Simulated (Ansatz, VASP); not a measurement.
# MgSi2N2 in VASP and in Ansatz

```
Mg Si N
1.0
     3.40027    0.00000    0.00000
    -1.70014    2.94472    0.00000
     0.00000    0.00000    6.96134
Mg Si N
1 2 2
Cartesian
  0.0000 0.0000 0.0000
  0.0000 1.9631 2.7582
  1.7001 0.9816 4.2031
  0.0000 1.9631 8.0943
  1.7001 0.9816 -1.1329
```

Alike in both runs: functional PBE; k mesh 6 × 6 × 4; occupations gaussian, width 0.1 eV; no spin polarisation.

Ansatz relaxed the structure, and its values are those at the end. VASP's run is a single point on that final structure, the one shown.

```csv
,VASP,Ansatz
version,VASP 6.6.1,Ansatz 0.2.0
potentials or method,"VASP PAW PBE potentials, release 64 (Mg_sv, Si, N), cutoff 840 eV","scalar-relativistic, plane waves, PAW"
valence electrons in the cell,28,28
```

```tsv
	VASP	Ansatz	Ansatz less VASP
gap on the k mesh at the Fermi level (eV)	none	none	-
pressure (GPa)	0.0	0.0	-0.04
rms of the force components (eV/Å)	0.033	0.006	-0.0262
```

A gap of «none» marks a metal or a gap that the smearing closes. The functional is the same, so the differences come from potentials, cutoffs and numerics.
